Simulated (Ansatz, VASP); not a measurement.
CaO: VASP beside Ansatz

Contents of INCAR:

```
SYSTEM = CaO
PREC     = Accurate       ! precision mode
ENCUT    = 600            ! plane-wave cutoff, eV
EDIFF    = 1E-6           ! SCF threshold, eV
ISMEAR   = 0              ! smearing method
SIGMA    = 0.01           ! smearing width, eV
LREAL    = .False.        ! projectors in reciprocal space
LASPH    = .True.         ! aspherical terms in the spheres
NELM     = 120            ! most SCF steps
ALGO     = Normal         ! electronic algorithm
ISIF     = 2              ! what is computed and relaxed
LWAVE    = .False.        ! write WAVECAR
LCHARG   = .True.         ! write CHGCAR
GGA      = PS             ! functional
LELF     = .True.         ! ELF
LVHAR    = .True.       
NBANDS   = 15             ! bands
GGA_COMPAT= .False.
```

File KPOINTS:

```
regular mesh
0
Gamma
  8 8 8
  0 0 0
```

POSCAR

```
CaO
1.0
    0.0000000000      2.3883338282      2.3595250947
    2.3883338282      0.0000000000      2.3595250947
    2.3883338282      2.3883338282      0.0000000000
Ca O
1 1
Direct
    0.0000000000      0.0000000000      0.0000000000
    0.5000000000      0.5000000000      0.5000000000
```

Input for Ansatz:

```yaml
crystal:
  lattice:
    - [0.0, 2.3883338282, 2.3595250947]
    - [2.3883338282, 0.0, 2.3595250947]
    - [2.3883338282, 2.3883338282, 0.0]
  atoms:
    - { symbol: Ca, position: [0.0, 0.0, 0.0] }
    - { symbol: O, position: [0.5, 0.5, 0.5] }
basis: {}
kpoints:
  mp_grid: { grid: [8, 8, 8] }
  band_path:
    path:
      - [0.0, 0.0, 0.0]
      - [0.0, 0.0, 0.0]
      - [0.5, 0.5, 0.0]
      - [0.0, 0.5, 0.5]
      - [0.5, 0.5, 0.5]
      - [0.0, 0.0, 0.5]
      - [0.5, 0.5, 0.5]
      - [0.0, 0.0, 0.5]
    npoints: 1
hamiltonian:
  xc: pbesol
  pseudopotentials: { kind: all_electron, lapw: {} }
scf:
  occupations: { method: fixed }
  n_extra_bands: 5
output:
  forces: true
  stress: true
  eigenvalues: true
```

Alike in both runs: task single point; functional PBEsol; k mesh 8 × 8 × 8; no spin polarisation.

```csv
,VASP,Ansatz
version,VASP 6.6.1,Ansatz 0.2.0
potentials or method,"VASP PAW PBE potentials, release 64 (Ca_sv, O), cutoff 600 eV","scalar-relativistic, all-electron LAPW"
occupations,"gaussian, width 0.01 eV",fixed
```

|  | VASP | Ansatz | Ansatz less VASP |
| --- | --- | --- | --- |
| gap on the k mesh at the Fermi level (eV) | 3.47 | 3.49 | +0.019 |
| least direct gap on the mesh (eV) | 3.88 | 3.89 | +0.018 |
| pressure (GPa) | 1.3 | 0.8 | -0.54 |
| traceless stress, the component that is largest in VASP (GPa) | 1.50 | 1.44 | -0.060 |

VASP's potentials were made for PBE, not for PBEsol. Ansatz ran all-electron here, and VASP with PAW potentials.
